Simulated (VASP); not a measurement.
Ru: single point with LDA

Ru:

```xyz
2
Lattice="2.6743 0.0000 0.0000 -1.3372 2.3160 0.0000 0.0000 0.0000 4.2260" Properties=species:S:1:pos:R:3 pbc="T T T"
Ru    0.0000    1.5440    1.0565
Ru    1.3372    0.7720    3.1695
```

```
Program             : VASP 6.6.1
Task                : single point
Functional          : LDA
Potentials or basis : VASP PAW LDA potentials, release 64 (Ru_pv)
Cutoff              : 520 eV
k mesh              : 15 × 15 × 8
Occupations         : gaussian, width 0.1 eV
Spin                : no spin polarisation
```

```yaml
Pressure: 0.9 GPa
Band_gap_on_the_k_mesh: zero (band 14 reaches 15.05 eV, above the bottom of band 15 at 11.76 eV)
```

Stress tensor (GPa, compression positive):
```
0.89 0.00 0.00
0.00 0.89 0.00
0.00 0.00 0.99
```

Levels at points of the mesh, in eV from the Fermi level:
| k point | band 10 | band 11 | band 12 | band 13 | band 14 | band 15 | band 16 | band 17 | band 18 | band 19 |
| --- | --- | --- | --- | --- | --- | --- | --- | --- | --- | --- |
| (0.00, 0.00, 0.00) | -2.76 | -2.56 | -2.03 | -2.03 | -1.48 | -1.48 | 1.27 | 1.27 | 1.36 | 9.94 |
| (0.00, 0.00, 0.50) | -2.94 | -2.94 | -2.94 | -2.83 | -2.83 | 0.60 | 0.60 | 0.60 | 0.60 | 9.94 |

Run time: 26 s on 1 thread of Intel(R) Xeon(R) 6975P-C (Granite Rapids), on a shared host, peak memory 0.17 GiB.
